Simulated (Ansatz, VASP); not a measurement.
# NaHf: VASP beside Ansatz

```
CELL_PARAMETERS angstrom
6.19581 0.00000 0.00000
0.00000 1.51966 2.63416
0.00000 -1.51966 2.63416
ATOMIC_POSITIONS crystal
Na 0.50000 0.03740 0.03740
Hf 0.00000 0.70494 0.70494
```

Change from the starting cell: the structure that the rattled CuAu (L1_0) type (P4/mmm, No. 123) fell into.

Alike in both runs: functional PBE; k mesh 10 × 20 × 20; occupations gaussian, width 0.1 eV; no spin polarisation.

Ansatz relaxed the structure, and its values are those at the end. VASP's run is a single point on that final structure, the one shown.

|  | VASP | Ansatz |
| --- | --- | --- |
| version | VASP 6.6.1 | Ansatz 0.2.0 |
| potentials or method | VASP PAW PBE potentials, release 64 (Na_pv, Hf_pv), cutoff 520 eV | scalar-relativistic, plane waves, PAW |
| valence electrons in the cell | 17 | 35 |

Ansatz gave:

- gap on the k mesh at the Fermi level (eV): none
- pressure (GPa): 0.0

**Question.** Estimate VASP's values.

**Answer.** gap on the k mesh at the Fermi level (eV): none; pressure (GPa): -0.2.

A gap of «none» marks a metal or a gap that the smearing closes. With one functional, cell and mesh, what is left measures potentials, basis and numerics. VASP's potentials hold 17 valence electrons a cell and Ansatz's 35, so a difference there can come from the potentials and not from the codes.

Neither program's run includes spin-orbit coupling.
